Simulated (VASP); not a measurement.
Wanted: the native input for a VASP 6.6.1 run.

```yaml
Task: single point
Functional: LDA
Potentials_or_basis: VASP PAW LDA potentials, release 64 (Pb_d, O)
Cutoff: 520 eV
k_mesh: 4 × 4 × 4
Occupations: gaussian, width 0.1 eV
Spin: no spin polarisation
Dipole_correction: no
Further_INCAR_settings: ALGO = Normal; EDIFF = 1e-06; NBANDS = 64
```

The structure of PbO2 lies in POSCAR:

```
PbO2
1.0
   -4.8434845135      4.8434845135      2.8345194154
    4.8434845135     -4.8434845135      2.8345194154
    4.8434845135      4.8434845135     -2.8345194154
Pb O
4 8
Direct
    0.1769371916      0.1769371916      0.3538743832
    0.8230628084      0.1769371916      0.0000000000
    0.1769371916      0.8230628084      0.0000000000
    0.8230628084      0.8230628084      0.6461256168
    0.5000000000      0.5000000000      0.5000000000
    0.0000000000      0.5000000000      0.0000000000
    0.5000000000      0.0000000000      0.0000000000
    0.0000000000      0.0000000000      0.5000000000
    0.0000000000      0.2089418894      0.2089418894
    0.7910581106      0.0000000000      0.7910581106
    0.2089418894      0.0000000000      0.2089418894
    0.0000000000      0.7910581106      0.7910581106
```

The input as run:

INCAR

```
ALGO = Normal
EDIFF = 1E-6
ENCUT = 520
GGA = CA
ISIF = 2
ISMEAR = 0
LASPH = True
LCHARG = False
LREAL = False
LWAVE = False
NBANDS = 64
NELM = 100
PREC = Accurate
SIGMA = 0.1
```

KPOINTS

```
k-points
0
Gamma
  4 4 4
```

Potentials or basis: VASP PAW LDA potentials, release 64 (Pb_d, O).

Launch:

```bash
$ cat potpaw_LDA.64/Pb_d/POTCAR potpaw_LDA.64/O/POTCAR > POTCAR
$ mpirun -np 1 vasp_std > vasp.out
```

It gave:

```
Pressure               : 68.4 GPa
Largest force          : 4.017 eV/Å
Band gap on the k mesh : 1.91 eV
```

Caveat: the cell stands under pressure; spin-orbit coupling is left out, which moves the levels of the heavy elements; forces of over 1 eV/Å act on the atoms, so gaps and moduli don't describe the material at rest.

Run time: 6.5 min on 1 thread of Intel(R) Xeon(R) Platinum 8488C (Sapphire Rapids), on a shared host, peak memory 0.41 GiB.
